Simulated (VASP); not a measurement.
# SrAl5 (P6/mmm) in VASP: notebook

SrAl5 is run at these levels: PBE; tasks: relaxation of cell and atoms, single point.

Program: VASP 6.6.1. These are calculated values, not measurements. Logs are shortened: lines on timing, memory, paths and dates and some standing lists are left out, and cuts for length are marked.

## (1) The cell of the first run

It takes space group P6/mmm (No. 191, hexagonal). The conventional cell has a = 5.498 Å, b = 5.498 Å, c = 4.378 Å, α = 90.00°, β = 90.00°, γ = 120.00°. Within 4.2 Å of Sr (site symmetry 6/mmm) lie 18 Al at 3.17 to 3.51 Å. Within 3.6 Å of Al (site symmetry -6m2) lie 9 Al at 2.70 to 3.17 Å and 3 Sr at 3.17 Å. Within 3.6 Å of Al (site symmetry mmm) lie 8 Al at 2.70 to 2.75 Å and 4 Sr at 3.51 Å.

## (2) Relaxation of cell and atoms, PBE

INCAR reads:

```
  PREC = Accurate
  ENCUT = 600
  EDIFF = 1E-7
  ISMEAR = 0
  SIGMA = 0.1
  LREAL = False
  LASPH = True
  NELM = 100
  ALGO = Normal
  ISIF = 3
  LWAVE = False
  LCHARG = False
  GGA = PE
  IBRION = 2
  NSW = 90
  EDIFFG = -0.04
```

KPOINTS reads:

```
regular mesh
0
Gamma
  6 6 4
```

POSCAR reads:

```
SrAl5
1.0
    5.4975757300      0.0000000000      0.0000000000
   -2.7487878700      4.7610402400      0.0000000000
    0.0000000000      0.0000000000      4.3783077100
Sr Al
1 5
Direct
    0.0000000000      0.0000000000      0.0000000000
    0.3333333300      0.6666666700      0.0000000000
    0.6666666700      0.3333333300      0.0000000000
    0.5000000000      0.0000000000      0.5000000000
    0.5000000000      0.5000000000      0.5000000000
    0.0000000000      0.5000000000      0.5000000000
```

Potentials or basis: VASP PAW PBE potentials, release 64 (Sr_sv, Al).

Run with:

```bash
$ cat potpaw_PBE.64/Sr_sv/POTCAR potpaw_PBE.64/Al/POTCAR > POTCAR
$ mpirun -np 1 vasp_std > vasp.out
```

OUTCAR:

```text
PREC = Accurate
   ENCUT = 600
   EDIFF = 1E-7
   ISMEAR = 0
   LREAL = False
   LASPH = True
   NELM = 100
   ISIF = 3
   GGA = PE
   IBRION = 2
   NSW = 90
   EDIFFG = -0.04

 ion  position               nearest neighbor table
   1  0.000  0.000  0.000-   2 3.17   3 3.17   3 3.17   2 3.17   3 3.17   2 3.17   5 3.51   5 3.51
                             5 3.51   5 3.51   4 3.51   4 3.51   4 3.51   4 3.51   6 3.51   6 3.51
   2  0.333  0.667  0.000-   6 2.70   6 2.70   4 2.70   4 2.70   5 2.70   5 2.70   3 3.17   3 3.17
                             1 3.17   1 3.17   1 3.17   3 3.17
   3  0.667  0.333  0.000-   6 2.70   6 2.70   4 2.70   4 2.70   5 2.70   5 2.70   2 3.17   2 3.17
                             1 3.17   1 3.17   1 3.17   2 3.17
   4  0.500  0.000  0.500-   2 2.70   3 2.70   2 2.70   3 2.70   6 2.75   6 2.75   5 2.75   5 2.75
                             1 3.51   1 3.51   1 3.51   1 3.51
   5  0.500  0.500  0.500-   2 2.70   3 2.70   2 2.70   3 2.70   6 2.75   6 2.75   4 2.75   4 2.75
                             1 3.51   1 3.51   1 3.51   1 3.51
   6  0.000  0.500  0.500-   2 2.70   3 2.70   2 2.70   3 2.70   4 2.75   4 2.75   5 2.75   5 2.75
                             1 3.51   1 3.51   1 3.51   1 3.51

  LATTYP: Found a hexagonal cell.
 ALAT       =     5.4975757300
 C/A-ratio  =     0.7964069846

  Lattice vectors:

 A1 = (   5.4975757300,   0.0000000000,   0.0000000000)
 A2 = (  -2.7487878700,   4.7610402400,   0.0000000000)
 A3 = (   0.0000000000,   0.0000000000,   4.3783077100)

Analysis of symmetry for initial positions (statically):
=====================================================================
 Subroutine PRICEL returns:
 Original cell was already a primitive cell.

 Routine SETGRP: Setting up the symmetry group for a
 hexagonal supercell.

 Subroutine GETGRP returns: Found 24 space group operations
 (whereof 24 operations were pure point group operations)
 out of a pool of 24 trial point group operations.

The static configuration has the point symmetry D_6h.

Analysis of symmetry for dynamics (positions and initial velocities):
=====================================================================
 Subroutine PRICEL returns:
 Original cell was already a primitive cell.

 Routine SETGRP: Setting up the symmetry group for a
 hexagonal supercell.

 Subroutine GETGRP returns: Found 24 space group operations
 (whereof 24 operations were pure point group operations)
 out of a pool of 24 trial point group operations.

The dynamic configuration has the point symmetry D_6h.

 Subroutine INISYM returns: Found 24 space group operations
 (whereof 24 operations are pure point group operations),
 and found     1 'primitive' translations

----------------------------------------------------------------------------------------

                                     Primitive cell

  volume of cell :     114.5986

  direct lattice vectors                    reciprocal lattice vectors
     5.497575730  0.000000000  0.000000000     0.181898358  0.105019066  0.000000000
    -2.748787870  4.761040240  0.000000000     0.000000000  0.210038132  0.000000000
     0.000000000  0.000000000  4.378307710     0.000000000  0.000000000  0.228398748

  length of vectors
     5.497575730  5.497575731  4.378307710     0.210038132  0.210038132  0.228398748

  position of ions in fractional coordinates (direct lattice)
     0.000000000  0.000000000  0.000000000
     0.333333330  0.666666670  0.000000000
     0.666666670  0.333333330  0.000000000
     0.500000000  0.000000000  0.500000000
     0.500000000  0.500000000  0.500000000
     0.000000000  0.500000000  0.500000000

  ion indices of the primitive-cell ions
   primitive index   ion index
                 1           1
                 2           2
                 3           3
                 4           4
                 5           5
                 6           6

----------------------------------------------------------------------------------------

 KPOINTS: regular mesh

Automatic generation of k-mesh.
 Grid dimensions read from file:
 generate k-points for:    6    6    4

 Generating k-lattice:

  Cartesian coordinates                     Fractional coordinates (reciprocal lattice)
     0.030316393  0.017503178  0.000000000     0.166666667 -0.000000000  0.000000000
     0.000000000  0.035006355  0.000000000     0.000000000  0.166666667  0.000000000
     0.000000000  0.000000000  0.057099687     0.000000000  0.000000000  0.250000000

  Length of vectors
     0.035006355  0.035006355  0.057099687

  Shift w.r.t. Gamma in fractional coordinates (k-lattice)
     0.000000000  0.000000000  0.000000000

 Subroutine IBZKPT returns following result:
 ===========================================

 Found     21 irreducible k-points:

 Following reciprocal coordinates:
            Coordinates               Weight
  0.000000  0.000000  0.000000      1.000000
  0.166667 -0.000000  0.000000      6.000000
  0.333333  0.000000  0.000000      6.000000
  0.500000  0.000000  0.000000      3.000000
  0.166667  0.166667  0.000000      6.000000
  0.333333  0.166667  0.000000     12.000000
[... 13 lines left out ...]
  0.333333  0.166667  0.500000     12.000000
  0.333333  0.333333  0.500000      2.000000
   k-points           NKPTS =     21   k-points in BZ     NKDIM =     21   number of bands    NBANDS=     16
   number of dos      NEDOS =    301   number of ions     NIONS =      6
   total plane-waves  NPLWV =  82944
   dimension x,y,z NGX =    48 NGY =   48 NGZ =   36
   dimension x,y,z NGXF=    96 NGYF=   96 NGZF=   72
   ions per type =               1   5
   NGX,Y,Z   is equivalent  to a cutoff of  14.52, 14.52, 13.67 a.u.
   NGXF,Y,Z  is equivalent  to a cutoff of  29.03, 29.03, 27.34 a.u.
 SYSTEM =  unknown system
   PREC   = accura    normal or accurate (medium, high low for compatibility)
   ISTART =      0    job   : 0-new  1-cont  2-samecut
   ICHARG =      2    charge: 1-file 2-atom 10-const
   ISPIN  =      1    spin polarized calculation?
   LNONCOLLINEAR =      F non collinear calculations
   LSORBIT =      F    spin-orbit coupling
   LASPH  =      T    aspherical Exc in radial PAW
   ENCUT  =  600.0 eV  44.10 Ry    6.64 a.u.  10.98 10.98  8.74*2*pi/ulx,y,z
   NELM   =    100;   NELMIN=  2; NELMDL= -5     # of ELM steps
   EDIFF  = 0.1E-06   stopping-criterion for ELM
   LREAL  =      F    real-space projection
   EDIFFG = -.4E-01   stopping-criterion for IOM
   NSW    =     90    number of steps for IOM
   IBRION =      2    ionic relax: 0-MD 1-quasi-New 2-CG
   NFREE  =      1    steps in history (QN), initial steepest desc. (CG)
   ISIF   =      3    stress and relaxation
   ISYM   =      2    0-nonsym 1-usesym 2-fastsym
   POTIM  = 0.5000    time-step for ionic-motion
   TEBEG  =    0.0;   TEEND  =   0.0 temperature during run
   PSTRESS=    0.0 pullay stress
   NELECT =      25.0000    total number of electrons
   NUPDOWN=      -1.0000    fix difference up-down
   EMIN   =  10.00;   EMAX   =-10.00  energy-range for DOS
   EFERMI =   0.00;   METHOD = LEGACY
   ISMEAR =     0;   SIGMA  =   0.10  broadening in eV -4-tet -1-fermi 0-gaus
   EFERMI_NEDOS =   21; number of points for ismear=-14 and -15
   IALGO  =     38    algorithm
   IMIX   =      4    mixing-type and parameters
     AMIX     =   0.40;   BMIX     =  1.00
     AMIX_MAG =   1.60;   BMIX_MAG =  1.00
  volume/ion in A,a.u.               =      19.10       128.89
  Fermi-wavevector in a.u.,A,eV,Ry     =   0.985512  1.862347 13.214427  0.971233
  Thomas-Fermi vector in A             =   2.116824
   LORBIT       =      0    0 simple, 1 ext, 2 COOP (PROOUT), +10 PAW based schemes
   GGA     = PE    functional components
   LHFCALC =     F    Hartree Fock is set to
   AEXX    =    0.0000 exact exchange contribution
   IVDW    =     0    specifies the selected vdW correction
   LEPSILON=     F    determine dielectric tensor
   LRPA    =     F    only Hartree local field effects (RPA)
 conjugate gradient relaxation of ions
 non-spin polarized calculation
 Gauss-broadening in eV      SIGMA  =   0.10
  energy-cutoff  :      600.00
  volume of cell :      114.60
 maximum number of plane-waves:      3840
 NGX is ok and might be reduce to    48
   NGX = 21   NGY = 21   NGZ = 17

--------------------------------------- Ionic step        1  -------------------------------------------

 number of electron      25.0000000 magnetization

 Free energy of the ion-electron system (eV)
  ---------------------------------------------------
  ext. energy  EPLUGINS =         0.00000000
  ---------------------------------------------------
  free energy    TOTEN  =       -21.08300271 eV

  energy without entropy =      -21.08007699  energy(sigma->0) =      -21.08153985

------------------------ aborting loop because EDIFF is reached ----------------------------------------

  FORCE on cell =-STRESS in cart. coord.  units (eV):
  Direction    XX          YY          ZZ          XY          YZ          ZX
  --------------------------------------------------------------------------------------
  -------------------------------------------------------------------------------------
  Total        5.6770735      5.6770735      2.8620973     -0.0000000      0.0000000      0.0000000
  in kB       79.3698840     79.3698839     40.0143374     -0.0000001      0.0000000      0.0000000
  external PRESSURE =      66.2513684 kB  Pullay stress =       0.0000000 kB
[... 145 lines left out ...]
  energy  without entropy=      -21.3187615685  energy(sigma->0) =      -21.32025403

--------------------------------------- Ionic step        5  -------------------------------------------

 number of electron      25.0000000 magnetization

 Free energy of the ion-electron system (eV)
  ---------------------------------------------------
  ext. energy  EPLUGINS =         0.00000000
  ---------------------------------------------------
  free energy    TOTEN  =       -21.32363364 eV

  energy without entropy =      -21.32028495  energy(sigma->0) =      -21.32195929

 E-fermi :   5.6875     XC(G=0):  -9.5215

 val. band max:        5.6617393616   @ k =   0.5000   0.0000   0.0000
 cond. band min:       5.8082484245   @ k =   0.3333   0.0000   0.2500
 fundamental gap:      0.1465090630
 Fermi energy:         5.6875148227

 k-point     1 :       0.0000    0.0000    0.0000
  band No.  band energies     occupation
      1     -29.6246      2.00000
      2     -11.7172      2.00000
      3     -11.7172      2.00000
      4     -11.6537      2.00000
      5      -3.8749      2.00000
      6       0.4326      2.00000
[... 8 lines left out ...]
     15       8.0166      0.00000
     16       8.0166      0.00000
[... 411 lines left out ...]
  FREE ENERGIE OF THE ION-ELECTRON SYSTEM (eV)
  ---------------------------------------------------
  free  energy   TOTEN  =       -21.3236336434 eV

  energy  without entropy=      -21.3202849462  energy(sigma->0) =      -21.32195929

 reached required accuracy - stopping structural energy minimisation
```

Wall time 4.3 min (1 thread of Oxide Virtual Turin-like, shared host); peak memory 0.27 GiB.

What came out:

```yaml
Free_energy: -21.3236 eV
Relaxed_volume: 21.04 Å³/atom
Relaxed_cell: a = 5.727 Å, b = 5.727 Å, c = 4.445 Å, α = 90.00°, β = 90.00°, γ = 120.00°
Space_group_after_relaxing_to_0.05_Å: P6/mmm (No. 191)
Energy_gained_by_relaxing: 40.1 meV/atom
Ionic_steps: 5
Pressure_after_relaxing: -0.1 GPa
```

Step by step:
```csv
step,energy change (eV),largest force (eV/Å),pressure (GPa),volume (Å³)
1,0.0000,0.0000,6.63,114.60
2,-0.2336,0.0000,-0.95,128.18
3,-0.2388,0.0000,-0.11,126.23
4,-0.2387,0.0000,-0.22,126.47
5,-0.2406,0.0000,-0.09,126.24
```

Final structure:
```yaml
crystal:
  lattice:
    - [5.72686, 0.00000, 0.00000]
    - [-2.86343, 4.95960, 0.00000]
    - [0.00000, 0.00000, 4.44473]
  atoms:
    - { symbol: Sr, position: [0.00000, 0.00000, 0.00000] }
    - { symbol: Al, position: [0.33333, 0.66667, 0.00000] }
    - { symbol: Al, position: [0.66667, 0.33333, 0.00000] }
    - { symbol: Al, position: [0.50000, 0.00000, 0.50000] }
    - { symbol: Al, position: [0.50000, 0.50000, 0.50000] }
    - { symbol: Al, position: [0.00000, 0.50000, 0.50000] }
```

Levels at points of the mesh, in eV from the Fermi level:
```tsv
k point	band 10	band 11	band 12	band 13	band 14	band 15	band 16
(0.00, 0.00, 0.00)	-2.04	-1.73	-1.73	0.78	1.18	2.33	2.33
(0.50, 0.00, 0.00)	-1.03	-0.67	-0.55	-0.03	0.70	1.20	1.54
(0.00, 0.00, 0.50)	-2.61	-2.26	-2.26	-1.58	-1.58	1.20	1.20
(0.50, 0.00, 0.50)	-2.40	-2.18	-1.05	1.38	1.49	2.01	2.64
```

[end of part 1 of 2]
